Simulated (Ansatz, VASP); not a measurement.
**One calculation of CoSi, two programs**

File INCAR:

```
SYSTEM = CoSi
PREC = Accurate
ENCUT = 600
EDIFF = 1E-6
ISMEAR = 0
SIGMA = 0.1
LREAL = .FALSE.
LASPH = .TRUE.
NELM = 150
ALGO = Normal
ISIF = 3
LWAVE = .FALSE.
LCHARG = .FALSE.
ISPIN = 2
MAGMOM = 0.81 0
LORBIT = 11
LMAXMIX = 4
GGA = PE
IBRION = 2
NSW = 100
EDIFFG = -0.005
```

KPOINTS

```
regular mesh
0
G
  16 16 16
  0 0 0
```

The input POSCAR:

```
CoSi
1.0
    2.7813340000      0.0000000000      0.0000000000
    0.0000000000      2.7813340000      0.0000000000
    0.0000000000      0.0000000000      2.7813340000
Co Si
1 1
Direct
    0.0000000000      0.0000000000      0.0000000000
    0.5000000000      0.5000000000      0.5000000000
```

Input for Ansatz:

```yaml
crystal:
  lattice:
    - [2.781334, 0.0, 0.0]
    - [0.0, 2.781334, 0.0]
    - [0.0, 0.0, 2.781334]
  atoms:
    - { symbol: Co, position: [0.0, 0.0, 0.0], spin: 0.81 }
    - { symbol: Si, position: [0.5, 0.5, 0.5] }
basis:
  ecutwfc: 420
kpoints:
  mp_grid: { grid: [16, 16, 16] }
hamiltonian:
  xc: pbe
scf:
  occupations: { method: gaussian, width: 0.1 }
output:
  forces: true
  stress: true
  eigenvalues: true
  populations: true
magnetization:
  spin_polarized: true
relax:
  adjacent_minimum: "off"
  f_tol: 0.005
  max_steps: 80
  cell: { stress_tol: 0.05 }
```

Alike in both runs: task relaxation of cell and atoms; functional PBE; k mesh 16 × 16 × 16; occupations gaussian, width 0.1 eV; collinear spin.

```csv
,VASP,Ansatz
version,VASP 6.6.1,Ansatz 0.2.0
potentials or method,"VASP PAW PBE potentials, release 64 (Co, Si), cutoff 600 eV","scalar-relativistic, plane waves, PAW"
valence electrons in the cell,13,21
```

Ansatz gave:

- gap on the k mesh at the Fermi level, each at its own relaxed structure (eV): none
- net moment per atom (μB): 0.32
- size of the moment on the site where the two differ most (μB): 0.63
- relaxed volume (Å³/atom): 10.81
- relaxed length of the cell vector where the two differ most in proportion (Å): 2.786

Problem. Which values does VASP return?

Solution. gap on the k mesh at the Fermi level, each at its own relaxed structure (eV): none; net moment per atom (μB): 0.30; size of the moment on the site where the two differ most (μB): 0.60; relaxed volume (Å³/atom): 10.80; relaxed length of the cell vector where the two differ most in proportion (Å): 2.785.

Site moments also hang on the region over which each program counts them. A gap of «none» marks a metal or a gap that the smearing closes. VASP's potentials hold 13 valence electrons a cell and Ansatz's 21, so a difference there can come from the potentials and not from the codes.
